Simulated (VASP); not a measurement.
A run of VASP 6.6.1 is set up as follows.

File INCAR:

```
ALGO     = Normal         # electronic algorithm
EDIFF    = 1E-6           # SCF threshold, eV
ENCUT    = 520            # plane-wave cutoff, eV
GGA      = CA             # functional
ISIF     = 2              # what is computed and relaxed
ISMEAR   = -1             # smearing method
LASPH    = True           # aspherical terms in the spheres
LCHARG   = False          # write CHGCAR
LREAL    = False          # projectors in reciprocal space
LWAVE    = False          # write WAVECAR
NBANDS   = 10             # bands
NELM     = 80             # most SCF steps
PREC     = Accurate       # precision mode
SIGMA    = 0.05           # smearing width, eV
```

KPOINTS

```
k-points
0
Gamma
  15 15 15
```

File POSCAR:

```
Ir
1.0
    0.0000000000      1.9197000000      1.9197000000
    1.9197000000      0.0000000000      1.9197000000
    1.9197000000      1.9197000000      0.0000000000
Ir
1
Direct
    0.0000000000      0.0000000000      0.0000000000
```

Potentials or basis: VASP PAW LDA potentials, release 64 (Ir).

Command:

```console
$ cat potpaw_LDA.64/Ir/POTCAR > POTCAR
$ mpirun -np 1 vasp_std > vasp.out
```

**Question.** Predict the pressure.

**Answer.** -6.3 GPa.

**Question.** Predict the band gap on the k mesh.

**Answer.** Zero (an odd number of electrons rules out a gap without spin polarisation).

Caveat: the cell stands under tension; spin-orbit coupling is left out, which moves the levels of the heavy elements.
